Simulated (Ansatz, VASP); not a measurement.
**W4C: VASP beside Ansatz**

INCAR

```
SYSTEM = W4C
PREC     = Accurate       ! precision mode
ENCUT    = 520            ! plane-wave cutoff, eV
EDIFF    = 1E-7           ! SCF threshold, eV
ISMEAR   = 0              ! smearing method
SIGMA    = 0.1            ! smearing width, eV
LREAL    = .FALSE.        ! projectors in reciprocal space
LASPH    = .TRUE.         ! aspherical terms in the spheres
NELM     = 150            ! most SCF steps
ALGO     = Normal         ! electronic algorithm
ISIF     = 2              ! what is computed and relaxed
LWAVE    = .FALSE.        ! write WAVECAR
LCHARG   = .TRUE.         ! write CHGCAR
ISPIN    = 2              ! spin polarisation
MAGMOM   = 0 0 0 0 2      ! initial moments
LORBIT   = 11             ! projections on sites
LMAXMIX  = 4              ! l up to which the mixer works
LDIPOL   = .TRUE.       
IDIPOL   = 3            
DIPOL    = 0.5 0.5 0.342
GGA      = PS             ! functional
LELF     = .TRUE.         ! ELF
LVHAR    = .TRUE.       
LVACPOTAV= .TRUE.       
NBANDS   = 42             ! bands
```

KPOINTS

```
Automatic mesh
0
G
  8 8 1
  0 0 0
```

POSCAR

```
W4C
1.0
    3.1545348002      0.0000000000      0.0000000000
    0.0000000000      3.1545348002      0.0000000000
    0.0000000000      0.0000000000     21.5976290709
W C
4 1
Direct
    0.5000000000      0.5000000000      0.1852055143
    0.0000000000      0.0000000000      0.2582351693
    0.5000000000      0.5000000000      0.3339290903
    0.0000000000      0.0000000000      0.3980820785
    0.0000000000      0.0000000000      0.5337451177
```

Input for Ansatz:

```yaml
crystal:
  lattice:
    - [3.1545348002, 0.0, 0.0]
    - [0.0, 3.1545348002, 0.0]
    - [0.0, 0.0, 21.5976290709]
  atoms:
    - { symbol: W, position: [0.5, 0.5, 0.1852055143] }
    - { symbol: W, position: [0.0, 0.0, 0.2582351693] }
    - { symbol: W, position: [0.5, 0.5, 0.3339290903] }
    - { symbol: W, position: [0.0, 0.0, 0.3980820785] }
    - { symbol: C, position: [0.0, 0.0, 0.5337451177], spin: 2.0 }
basis:
  ecutwfc: 420
kpoints:
  mp_grid: { grid: [8, 8, 1] }
hamiltonian:
  xc: pbesol
  pseudopotentials: { kind: paw, azcp: { folder: soft_1 } }
scf:
  occupations: { method: gaussian, width: 0.1 }
output:
  forces: true
  eigenvalues: true
  populations: true
magnetization:
  spin_polarized: true
efield:
  axis: 3
  dipole_correction: true
  ramp_width: 0.04
```

Alike in both runs: task single point; functional PBEsol; k mesh 8 × 8 × 1; occupations gaussian, width 0.1 eV; collinear spin.

|  | VASP | Ansatz |
| --- | --- | --- |
| version | VASP 6.6.1 | Ansatz 0.2.0 |
| potentials or method | VASP PAW PBE potentials, release 64 (W_sv, C), cutoff 520 eV | scalar-relativistic, plane waves, PAW |
| valence electrons in the cell | 60 | 60 |

Ansatz gave:

```
gap on the k mesh at the Fermi level (eV)                     : none
rms of the force components (eV/Å)                            : 1.059
net moment per atom (μB)                                      : 0.31
size of the moment on the site where the two differ most (μB) : 1.41
work function, face that differs most (eV)                    : 6.07
```

Q: What did VASP give for the same quantities?

A: gap on the k mesh at the Fermi level (eV): none; rms of the force components (eV/Å): 1.064; net moment per atom (μB): 0.31; size of the moment on the site where the two differ most (μB): 0.81; work function, face that differs most (eV): 6.07.

VASP's potentials were made for PBE, not for PBEsol, and Ansatz warns of the same on its side. Site moments also hang on the region over which each program counts them. Atom by atom the forces differ by 0.018 eV/Å (rms over components). A gap of «none» marks a metal or a gap that the smearing closes.

Neither program's run includes spin-orbit coupling.
